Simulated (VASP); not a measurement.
**SiC: single point with r2SCAN**

The system is SiC.

```xyz
4
Lattice="3.0752 0.0000 0.0000 -1.5376 2.6632 0.0000 0.0000 0.0000 5.0482" Properties=species:S:1:pos:R:3 pbc="T T T"
Si    0.0000    1.7755    0.0232
Si    1.5376    0.8877    2.5473
C    -0.4900    1.4926    2.1201
C     1.5376    0.8877    4.4444
```

This cell differs from its parent crystal: atom 3 (C) moved +0.600 Å towards its neighbour atom 2 (Si) at 1.883 Å.

* Program: VASP 6.6.1
* Task: single point
* Functional: r2SCAN
* Potentials or basis: VASP PAW PBE potentials, release 64 (Si, C)
* Cutoff: 520 eV
* k mesh: 12 × 12 × 6
* Occupations: gaussian, width 0.05 eV
* Spin: no spin polarisation

The pressure is 55.0 GPa, the largest force is 44.509 eV/Å and the band gap on the k mesh is 1.89 eV, indirect (least direct gap 3.68 eV).

Forces on the atoms (eV/Å):
```
Si   -1.126  -0.650   0.715
Si  -34.205 -19.748  14.103
C    35.902  20.728 -16.200
C    -0.571  -0.329   1.383
```

Stress tensor (GPa, compression positive):
```
114.97  71.04 -49.84
 71.04  32.95 -28.77
-49.84 -28.77  17.20
```

Levels at points of the mesh, in eV from the valence-band top:
| k point | band 4 | band 5 | band 6 | band 7 | band 8 | band 9 | band 10 | band 11 | band 12 | band 13 |
| --- | --- | --- | --- | --- | --- | --- | --- | --- | --- | --- |
| (0.00, 0.00, 0.00) | -3.03 | -1.32 | -0.93 | -0.53 | 0.00 | 4.76 | 5.37 | 6.79 | 6.96 | 7.22 |
| (0.50, 0.00, 0.00) | -7.20 | -5.14 | -4.37 | -3.74 | -1.56 | 2.93 | 5.78 | 6.56 | 7.71 | 8.35 |
| (0.00, 0.50, 0.00) | -6.40 | -6.11 | -3.60 | -2.64 | -2.07 | 1.96 | 3.66 | 5.12 | 7.35 | 9.56 |
| (0.00, 0.00, 0.50) | -4.72 | -2.23 | -1.28 | -1.17 | -0.47 | 4.58 | 6.12 | 6.15 | 6.80 | 7.56 |
| (0.50, 0.00, 0.50) | -8.93 | -3.14 | -2.81 | -2.50 | -1.90 | 2.57 | 3.40 | 4.56 | 5.78 | 10.16 |
| (0.00, 0.50, 0.50) | -8.08 | -3.74 | -3.37 | -2.66 | -1.95 | 2.58 | 3.32 | 4.43 | 5.53 | 9.60 |

Run time: 2.7 min on 1 thread of Intel(R) Xeon(R) 6975P-C (Granite Rapids), with other jobs on the host, peak memory 0.26 GiB.

Caveat: the cell differs from its parent crystal (atom 3 (C) moved +0.600 Å towards its neighbour atom 2 (Si) at 1.883 Å); the PAW data sets were made with another functional, which shifts forces and pressure a little. A k mesh can miss the band edges.
